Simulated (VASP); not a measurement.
# FeBr (P6_3mc) in VASP: single point with PBE

Aim: the single point of FeBr with PBE.

Everything below comes from runs of VASP 6.6.1. Logs are shortened: lines on timing, memory, paths and dates and some standing lists are left out, and cuts for length are marked.

### Step 1. The cell of the first run

Symmetry: P6_3mc, No. 186, hexagonal system. The conventional cell has a = 4.006 Å, b = 4.006 Å, c = 6.416 Å, α = 90.00°, β = 90.00°, γ = 120.00°. Within 3.2 Å of Fe (site symmetry 3m) lie 4 Br at 2.43 to 2.45 Å. Br (site symmetry 3m) has 4 Fe at 2.43 to 2.45 Å within 3.2 Å.

### Step 2. Single point, PBE, collinear spin, ferromagnetic start

The input, INCAR:

```
  PREC = Accurate
  ENCUT = 520
  EDIFF = 1E-6
  ISMEAR = 0
  SIGMA = 0.1
  LREAL = F
  LASPH = T
  NELM = 150
  ALGO = Normal
  ISIF = 2
  LWAVE = F
  LCHARG = F
  ISPIN = 2
  MAGMOM = 4 4 0 0
  LORBIT = 11
  LMAXMIX = 4
  GGA = PE
  NBANDS = 27
```

The input, KPOINTS:

```
regular mesh
0
Gamma
  6 6 4
```

The input, POSCAR:

```
FeBr
1.0
    4.0061796913      0.0000000000      0.0000000000
   -2.0030898456      3.4694533848      0.0000000000
    0.0000000000      0.0000000000      6.4157586215
Fe Br
2 2
Direct
    0.3333333333      0.6666666667      0.0000000000
    0.6666666667      0.3333333333      0.5000000000
    0.3333333333      0.6666666667      0.3821000000
    0.6666666667      0.3333333333      0.8821000000
```

Potentials or basis: VASP PAW PBE potentials, release 64 (Fe, Br).

The run is started by

```bash
cat potpaw_PBE.64/Fe/POTCAR potpaw_PBE.64/Br/POTCAR > POTCAR
mpirun -np 1 vasp_std > vasp.out
```

OUTCAR:

```text
PREC = Accurate
   ENCUT = 520
   EDIFF = 1E-6
   ISMEAR = 0
   LREAL = F
   LASPH = T
   NELM = 150
   ISIF = 2
   ISPIN = 2
   LORBIT = 11
   GGA = PE

 ion  position               nearest neighbor table
   1  0.333  0.667  0.000-   4 2.43   4 2.43   4 2.43   3 2.45
   2  0.667  0.333  0.500-   3 2.43   3 2.43   3 2.43   4 2.45
   3  0.333  0.667  0.382-   2 2.43   2 2.43   2 2.43   1 2.45
   4  0.667  0.333  0.882-   1 2.43   1 2.43   1 2.43   2 2.45

  LATTYP: Found a hexagonal cell.
 ALAT       =     4.0061796913
 C/A-ratio  =     1.6014655147

  Lattice vectors:

 A1 = (   4.0061796913,   0.0000000000,   0.0000000000)
 A2 = (  -2.0030898456,   3.4694533848,   0.0000000000)
 A3 = (   0.0000000000,   0.0000000000,   6.4157586215)

Analysis of symmetry for initial positions (statically):
=====================================================================
 Subroutine PRICEL returns:
 Original cell was already a primitive cell.

 Routine SETGRP: Setting up the symmetry group for a
 hexagonal supercell.

 Subroutine GETGRP returns: Found 12 space group operations
 (whereof  6 operations were pure point group operations)
 out of a pool of 24 trial point group operations.

The static configuration has the point symmetry C_3v.
 The point group associated with its full space group is C_6v.

Analysis of symmetry for dynamics (positions and initial velocities):
=====================================================================
 Subroutine PRICEL returns:
 Original cell was already a primitive cell.

 Routine SETGRP: Setting up the symmetry group for a
 hexagonal supercell.

 Subroutine GETGRP returns: Found 12 space group operations
 (whereof  6 operations were pure point group operations)
 out of a pool of 24 trial point group operations.

The dynamic configuration has the point symmetry C_3v.
 The point group associated with its full space group is C_6v.

Analysis of structural, dynamic, and magnetic symmetry:
=====================================================================
 Subroutine PRICEL returns:
 Original cell was already a primitive cell.

 Routine SETGRP: Setting up the symmetry group for a
 hexagonal supercell.

 Subroutine GETGRP returns: Found 12 space group operations
 (whereof  6 operations were pure point group operations)
 out of a pool of 24 trial point group operations.

The overall configuration has the point symmetry C_3v.
 The point group associated with its full space group is C_6v.

 Subroutine INISYM returns: Found 12 space group operations
 (whereof  6 operations are pure point group operations),
 and found     1 'primitive' translations

----------------------------------------------------------------------------------------

                                     Primitive cell

  volume of cell :      89.1743

  direct lattice vectors                    reciprocal lattice vectors
     4.006179691  0.000000000  0.000000000     0.249614365  0.144114921  0.000000000
    -2.003089846  3.469453385  0.000000000     0.000000000  0.288229842  0.000000000
     0.000000000  0.000000000  6.415758622     0.000000000  0.000000000  0.155866213

  length of vectors
     4.006179691  4.006179691  6.415758622     0.288229842  0.288229842  0.155866213

  position of ions in fractional coordinates (direct lattice)
     0.333333333  0.666666667  0.000000000
     0.666666667  0.333333333  0.500000000
     0.333333333  0.666666667  0.382100000
     0.666666667  0.333333333  0.882100000

  ion indices of the primitive-cell ions
   primitive index   ion index
                 1           1
                 2           2
                 3           3
                 4           4

----------------------------------------------------------------------------------------

 KPOINTS: regular mesh

Automatic generation of k-mesh.
 Grid dimensions read from file:
 generate k-points for:    6    6    4

 Generating k-lattice:

  Cartesian coordinates                     Fractional coordinates (reciprocal lattice)
     0.041602394  0.024019153  0.000000000     0.166666667  0.000000000  0.000000000
     0.000000000  0.048038307  0.000000000     0.000000000  0.166666667  0.000000000
     0.000000000  0.000000000  0.038966553     0.000000000  0.000000000  0.250000000

  Length of vectors
     0.048038307  0.048038307  0.038966553

  Shift w.r.t. Gamma in fractional coordinates (k-lattice)
     0.000000000  0.000000000  0.000000000

 Subroutine IBZKPT returns following result:
 ===========================================

 Found     21 irreducible k-points:

 Following reciprocal coordinates:
            Coordinates               Weight
  0.000000  0.000000  0.000000      1.000000
  0.166667 -0.000000  0.000000      6.000000
  0.333333 -0.000000  0.000000      6.000000
  0.500000 -0.000000  0.000000      3.000000
  0.166667  0.166667  0.000000      6.000000
  0.333333  0.166667  0.000000     12.000000
[... 13 lines left out ...]
  0.333333  0.166667  0.500000     12.000000
  0.333333  0.333333  0.500000      2.000000
   k-points           NKPTS =     21   k-points in BZ     NKDIM =     21   number of bands    NBANDS=     27
   number of dos      NEDOS =    301   number of ions     NIONS =      4
   total plane-waves  NPLWV =  43200
   dimension x,y,z NGX =    30 NGY =   30 NGZ =   48
   dimension x,y,z NGXF=    60 NGYF=   60 NGZF=   96
   ions per type =               2   2
   NGX,Y,Z   is equivalent  to a cutoff of  12.45, 12.45, 12.44 a.u.
   NGXF,Y,Z  is equivalent  to a cutoff of  24.90, 24.90, 24.88 a.u.
 SYSTEM =  unknown system
   PREC   = accura    normal or accurate (medium, high low for compatibility)
   ISTART =      0    job   : 0-new  1-cont  2-samecut
   ICHARG =      2    charge: 1-file 2-atom 10-const
   ISPIN  =      2    spin polarized calculation?
   LNONCOLLINEAR =      F non collinear calculations
   LSORBIT =      F    spin-orbit coupling
   LASPH  =      T    aspherical Exc in radial PAW
   ENCUT  =  520.0 eV  38.22 Ry    6.18 a.u.   7.45  7.45 11.93*2*pi/ulx,y,z
   NELM   =    150;   NELMIN=  2; NELMDL= -5     # of ELM steps
   EDIFF  = 0.1E-05   stopping-criterion for ELM
   LREAL  =      F    real-space projection
   EDIFFG = 0.1E-04   stopping-criterion for IOM
   NSW    =      0    number of steps for IOM
   IBRION =     -1    ionic relax: 0-MD 1-quasi-New 2-CG
   NFREE  =      0    steps in history (QN), initial steepest desc. (CG)
   ISIF   =      2    stress and relaxation
   ISYM   =      2    0-nonsym 1-usesym 2-fastsym
   POTIM  = 0.5000    time-step for ionic-motion
   TEBEG  =    0.0;   TEEND  =   0.0 temperature during run
   PSTRESS=    0.0 pullay stress
   NELECT =      30.0000    total number of electrons
   NUPDOWN=      -1.0000    fix difference up-down
   EMIN   =  10.00;   EMAX   =-10.00  energy-range for DOS
   EFERMI =   0.00;   METHOD = LEGACY
   ISMEAR =     0;   SIGMA  =   0.10  broadening in eV -4-tet -1-fermi 0-gaus
   EFERMI_NEDOS =   21; number of points for ismear=-14 and -15
   IALGO  =     38    algorithm
   IMIX   =      4    mixing-type and parameters
     AMIX     =   0.40;   BMIX     =  1.00
     AMIX_MAG =   1.60;   BMIX_MAG =  1.00
  volume/ion in A,a.u.               =      22.29       150.44
  Fermi-wavevector in a.u.,A,eV,Ry     =   1.138594  2.151630 17.638531  1.296395
  Thomas-Fermi vector in A             =   2.275298
   LORBIT       =     11    0 simple, 1 ext, 2 COOP (PROOUT), +10 PAW based schemes
   GGA     = PE    functional components
   LHFCALC =     F    Hartree Fock is set to
   AEXX    =    0.0000 exact exchange contribution
   IVDW    =     0    specifies the selected vdW correction
   LEPSILON=     F    determine dielectric tensor
   LRPA    =     F    only Hartree local field effects (RPA)
 spin polarized calculation
 Gauss-broadening in eV      SIGMA  =   0.10
  energy-cutoff  :      520.00
  volume of cell :       89.17
 maximum number of plane-waves:      2436
 NGX is ok and might be reduce to    30
   NGX = 15   NGY = 15   NGZ = 23

 number of electron      30.0000015 magnetization       6.0132920

 Free energy of the ion-electron system (eV)
  ---------------------------------------------------
  ext. energy  EPLUGINS =         0.00000000
  ---------------------------------------------------
  free energy    TOTEN  =       -18.22846176 eV

  energy without entropy =      -18.20124308  energy(sigma->0) =      -18.21485242

 E-fermi :   4.2835     XC(G=0):  -9.4199

 val. band max:        4.2774508066   @ k =   0.1667   0.1667   0.0000
 cond. band min:       4.2951875620   @ k =   0.3333   0.1667   0.2500
 fundamental gap:      0.0177367554
 Fermi energy:         4.2834949032

 spin component 1

 k-point     1 :       0.0000    0.0000    0.0000
  band No.  band energies     occupation
      1     -13.7218      1.00000
      2     -13.2711      1.00000
      3      -3.2247      1.00000
      4      -1.6855      1.00000
      5      -1.6855      1.00000
      6      -1.6732      1.00000
[... 19 lines left out ...]
     26      10.5305      0.00000
     27      12.8238      0.00000
[... 576 lines left out ...]
      4      -2.9713      1.00000
      5      -2.3186      1.00000
      6      -2.3186      1.00000
[... 19 lines left out ...]
     26      12.1304      0.00000
     27      12.7404      0.00000
 Fermi energy:         4.2834949032

 spin component 2

 k-point     1 :       0.0000    0.0000    0.0000
  band No.  band energies     occupation
      1     -13.6168      1.00000
      2     -13.1723      1.00000
      3      -3.0242      1.00000
      4      -1.2323      1.00000
      5      -1.2323      1.00000
      6      -1.0960      1.00000
[... 19 lines left out ...]
     26      10.9600      0.00000
     27      13.2004      0.00000
[... 577 lines left out ...]
      5      -2.0977      1.00000
      6      -2.0977      1.00000
[... 19 lines left out ...]
     26      12.4634      0.00000
     27      13.3657      0.00000

------------------------ aborting loop because EDIFF is reached ----------------------------------------

  FORCE on cell =-STRESS in cart. coord.  units (eV):
  Direction    XX          YY          ZZ          XY          YZ          ZX
  --------------------------------------------------------------------------------------
  -------------------------------------------------------------------------------------
  Total        1.4753597      1.4753597      1.5877881      0.0000000      0.0000000      0.0000000
  in kB       26.5075133     26.5075133     28.5274944      0.0000000      0.0000000      0.0000000
  external PRESSURE =      27.1808404 kB  Pullay stress =       0.0000000 kB

 VOLUME and BASIS-vectors are now :
 -----------------------------------------------------------------------------
  energy-cutoff  :      520.00
  volume of cell :       89.17
      direct lattice vectors                 reciprocal lattice vectors
     4.006179691  0.000000000  0.000000000     0.249614365  0.144114921  0.000000000
    -2.003089846  3.469453385  0.000000000     0.000000000  0.288229842  0.000000000
     0.000000000  0.000000000  6.415758622     0.000000000  0.000000000  0.155866213

 POSITION                                       TOTAL-FORCE (eV/Angst)
 -----------------------------------------------------------------------------------
     -0.00000      2.31297      0.00000        -0.000000      0.000000      0.047850
      2.00309      1.15648      3.20788         0.000000     -0.000000      0.047850
     -0.00000      2.31297      2.45146         0.000000     -0.000000     -0.047850
      2.00309      1.15648      5.65934        -0.000000      0.000000     -0.047850
 -----------------------------------------------------------------------------------
    total drift:                               -0.000000      0.000000     -0.000367

  FREE ENERGIE OF THE ION-ELECTRON SYSTEM (eV)
  ---------------------------------------------------
  free  energy   TOTEN  =       -18.2284617597 eV

  energy  without entropy=      -18.2012430808  energy(sigma->0) =      -18.21485242

 total charge

# of ion       s       p       d       tot
------------------------------------------
    1        0.288   0.294   6.406   6.988
    2        0.288   0.294   6.406   6.988
    3        1.595   3.240   0.091   4.926
    4        1.595   3.240   0.091   4.926
--------------------------------------------------
tot          3.768   7.068  12.993  23.828

 magnetization (x)

# of ion       s       p       d       tot
------------------------------------------
    1        0.024   0.039   2.739   2.801
    2        0.024   0.039   2.739   2.801
    3        0.011   0.057  -0.001   0.067
    4        0.011   0.057  -0.001   0.067
--------------------------------------------------
tot          0.069   0.192   5.475   5.737
```

Run time: 3.1 min. Hardware: 1 thread of Intel Xeon 8259CL, shared host; peak memory 0.26 GiB.

Results:

| Quantity | Value |
| --- | --- |
| Free energy | -18.2285 eV |
| Pressure | 2.7 GPa |
| Largest force | 0.048 eV/Å |
| Band gap on the k mesh | zero (filled and empty bands overlap) |
| Net moment | 6.01 μB per cell |
| Site moments | Fe +2.80; Br +0.07 μB |
| Valence electrons inside the program's atomic spheres | Fe 6.99; Br 4.93 |

Forces on the atoms (eV/Å):
```
Fe   0.000  0.000  0.048
Fe   0.000  0.000  0.048
Br   0.000  0.000 -0.048
Br   0.000  0.000 -0.048
```

Stress tensor (GPa, compression positive):
```
2.65 0.00 0.00
0.00 2.65 0.00
0.00 0.00 2.85
```

Caveat: semilocal functionals often make such compounds metallic where correlation or magnetic order opens a gap, which also shifts bond lengths.
